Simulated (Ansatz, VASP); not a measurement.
## Two plane-wave programs on Ge

Contents of INCAR:

```
SYSTEM = Ge
PREC = Accurate ; ENCUT = 500
EDIFF = 1E-6 ; ISMEAR = 0
SIGMA = 0.1 ; LREAL = .False.
LASPH = .True. ; NELM = 120
ALGO = Normal ; ISIF = 2
LWAVE = .False. ; LCHARG = .False.
GGA = PE ; NBANDS = 21
GGA_COMPAT = .False.
```

KPOINTS

```
regular mesh
0
Gamma
  6 6 6
  0 0 0
```

POSCAR

```
Ge
1.0
    0.0000000000      2.8289100000      2.8289100000
    2.8289100000      0.0000000000      2.8289100000
    2.8289100000      2.8289100000      0.0000000000
Ge
2
Direct
    0.0000000000      0.0000000000      0.0000000000
    0.2500000000      0.2500000000      0.2500000000
```

Input for Ansatz:

```yaml
crystal:
  lattice:
    - [0.0, 2.82891, 2.82891]
    - [2.82891, 0.0, 2.82891]
    - [2.82891, 2.82891, 0.0]
  atoms:
    - { symbol: Ge, position: [0.0, 0.0, 0.0] }
    - { symbol: Ge, position: [0.25, 0.25, 0.25] }
basis:
  ecutwfc: 420
kpoints:
  mp_grid: { grid: [6, 6, 6] }
hamiltonian:
  xc: pbe
scf:
  occupations: { method: gaussian, width: 0.1 }
output:
  forces: true
  stress: true
  eigenvalues: true
```

Alike in both runs: task single point; functional PBE; k mesh 6 × 6 × 6; occupations gaussian, width 0.1 eV; no spin polarisation.

|  | VASP | Ansatz |
| --- | --- | --- |
| version | VASP 6.6.1 | Ansatz 0.2.0 |
| potentials or method | VASP PAW PBE potentials, release 64 (Ge_d), cutoff 500 eV | scalar-relativistic, plane waves, PAW |
| valence electrons in the cell | 28 | 28 |

VASP gave:

| Property | Result |
| --- | --- |
| gap on the k mesh at the Fermi level (eV) | none |
| pressure (GPa) | 3.5 |

Which values does Ansatz return?

gap on the k mesh at the Fermi level (eV): none; pressure (GPa): 3.7.

A gap of «none» marks a metal or a gap that the smearing closes.
